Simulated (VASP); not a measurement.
**Mg: single point with PBE**

Crystal: Mg.

```
Mg
1.0
     3.20930    0.00000    0.00000
    -1.60465    2.77934    0.00000
     0.00000    0.00000    5.21030
Mg
2
Direct
  0.66667 0.33333 0.75000
  0.33333 0.66667 0.25000
```

```
Program                : VASP 6.6.1
Task                   : single point
Functional             : PBE
Potentials or basis    : VASP PAW PBE potentials, release 64 (Mg)
Cutoff                 : 520 eV
k mesh                 : 10 × 10 × 5
Occupations            : gaussian, width 0.02 eV
Spin                   : no spin polarisation
Dipole correction      : no
Further INCAR settings : ALGO = Normal; EDIFF = 1e-06; NBANDS = 9
```

| Property | Result |
| --- | --- |
| Pressure | -0.6 GPa |
| Band gap on the k mesh | zero (band 2 reaches 3.24 eV, above the bottom of band 3 at 1.33 eV) |

Stress tensor (GPa, compression positive):
```
-0.81  0.00  0.00
 0.00 -0.81  0.00
 0.00  0.00 -0.09
```

Levels at points of the mesh, in eV from the Fermi level:
```
           k point  band 1  band 2  band 3  band 4  band 5  band 6  band 7
(0.00, 0.00, 0.00)   -6.87   -1.65   -1.24   10.88   10.88   10.97   10.97
(0.50, 0.00, 0.00)   -2.11   -2.11    2.65    3.03    3.25    3.66    6.82
```

It took 14 s on 1 thread of AMD EPYC 7R43 64-Core Processor (Zen 3), with other jobs on the host, peak memory 0.12 GiB.
